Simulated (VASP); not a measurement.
A run of VASP 6.6.1:

Contents of INCAR:

```
PREC     = Accurate       # precision mode
ENCUT    = 520            # plane-wave cutoff, eV
EDIFF    = 1E-7           # SCF threshold, eV
ISMEAR   = 0              # smearing method
SIGMA    = 0.15           # smearing width, eV
LREAL    = F              # projectors in reciprocal space
LASPH    = T              # aspherical terms in the spheres
NELM     = 60             # most SCF steps
ALGO     = Fast           # electronic algorithm
ISIF     = 2              # what is computed and relaxed
LWAVE    = F              # write WAVECAR
LCHARG   = T              # write CHGCAR
LELF     = T              # ELF
LVHAR    = T            
NBANDS   = 20             # bands
```

File KPOINTS:

```
regular mesh
0
Gamma
  16 16 16
```

The input POSCAR:

```
AlAu2
1.0
   -1.6853500000      1.6853500000      4.4441500000
    1.6853500000     -1.6853500000      4.4441500000
    1.6853500000      1.6853500000     -4.4441500000
Al Au
1 2
Direct
    0.0000000000      0.0000000000      0.0000000000
    0.6570428093      0.6570428093      0.0000000000
    0.3429571907      0.3429571907      0.0000000000
```

Potentials or basis: VASP PAW LDA potentials, release 64 (Al, Au).

The run is started by

```console
$ cat potpaw_LDA.64/Al/POTCAR potpaw_LDA.64/Au/POTCAR > POTCAR
$ mpirun -np 1 vasp_std > vasp.out
```

Hardware: 1 thread of Intel(R) Xeon(R) Platinum 8375C CPU @ 2.90GHz (Ice Lake), with other jobs on the host.

Q: Estimate the wall time of this run.

A: Run time: 7.4 min on 1 thread of Intel(R) Xeon(R) Platinum 8375C CPU @ 2.90GHz (Ice Lake), with other jobs on the host, peak memory 0.45 GiB. Counts: scf iterations 14, k points 349.
